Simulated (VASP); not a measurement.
Write the native input for VASP 6.6.1 that does the following.

- Task: single point
- Functional: LDA
- Potentials or basis: VASP PAW LDA potentials, release 64 (Ta_pv)
- Cutoff: 520 eV
- k mesh: 13 × 13 × 6
- Occupations: fermi-dirac, width 0.1 eV
- Spin: non-collinear spin, zero start, spin-orbit coupling
- Starting moments: [[0.0, 0.0, 0.0], [0.0, 0.0, 0.0]] μB
- Dipole correction: no
- Further INCAR settings: ALGO = Normal; EDIFF = 1e-07; NBANDS = 34

The structure of Ta lies in POSCAR:

```
Ta
1.0
    2.8355540233      0.0000000000      0.0000000000
   -1.4177770117      2.4556618179      0.0000000000
    0.0000000000      0.0000000000      5.0757797665
Ta
2
Direct
    0.3333333333      0.6666666667      0.2500000000
    0.6666666667      0.3333333333      0.7500000000
```

This isn't the form of Ta at room conditions, which is bcc.

The input as run:

INCAR

```
ALGO = Normal
EDIFF = 1E-7
ENCUT = 520
GGA = CA
GGA_COMPAT = False
ISIF = 2
ISMEAR = -1
LASPH = True
LCHARG = False
LMAXMIX = 4
LORBIT = 11
LORBMOM = True
LREAL = False
LSORBIT = True
LWAVE = False
MAGMOM = 0 0 0 0 0 0
NBANDS = 34
NELM = 150
PREC = Accurate
SIGMA = 0.1
```

KPOINTS

```
k-points
0
Gamma
  13 13 6
```

Potentials or basis: VASP PAW LDA potentials, release 64 (Ta_pv).

Launch:

```console
$ cat potpaw_LDA.64/Ta_pv/POTCAR > POTCAR
$ mpirun -np 1 vasp_ncl > vasp.out
```

Results of the run:

- Pressure: 0.5 GPa
- Net moment: 0.00 μB per cell
- Valence electrons inside the program's atomic spheres: Ta 9.02

Run time: 5.6 min on 1 thread of Intel Xeon 8259CL (shared host), peak memory 0.3 GiB.
